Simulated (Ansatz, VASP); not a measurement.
One calculation of HfO2, two programs

```
Hf O
1.0
     2.54881   -2.54881    0.00000
     2.54881    0.00000   -2.54881
     8.49619    3.39832    3.39832
Hf O
3 6
Direct
  0.52774 0.52774 0.70835
  0.08331 0.08331 0.37502
  0.63888 0.63888 0.04168
  0.47220 0.47220 0.29168
  0.36107 0.36107 0.95835
  0.91663 0.91663 0.62502
  0.13885 0.13885 0.79168
  0.69442 0.69442 0.45835
  0.24998 0.24998 0.12502
```

Alike in both runs: task single point; functional PBE; k mesh 7 × 7 × 3; occupations gaussian, width 0.05 eV; no spin polarisation.

```csv
,VASP,Ansatz
version,VASP 6.6.1,Ansatz 0.2.0
potentials or method,"VASP PAW PBE potentials, release 64 (Hf_pv, O), cutoff 520 eV","scalar-relativistic, plane waves, PAW"
valence electrons in the cell,66,114
```

|  | VASP | Ansatz | Ansatz less VASP |
| --- | --- | --- | --- |
| gap on the k mesh at the Fermi level (eV) | none | none | - |
| pressure (GPa) | 8.7 | 11.9 | +3.20 |
| traceless stress, the component that is largest in VASP (GPa) | 15.55 | 15.40 | -0.155 |
| rms of the force components (eV/Å) | 3.640 | 3.609 | -0.0316 |

Atom by atom the forces differ by 0.038 eV/Å (rms over components). A gap of «none» marks a metal or a gap that the smearing closes. With one functional, cell and mesh, what is left measures potentials, basis and numerics. VASP's potentials hold 66 valence electrons a cell and Ansatz's 114, so a difference there can come from the potentials and not from the codes.

Spin-orbit coupling is off throughout.
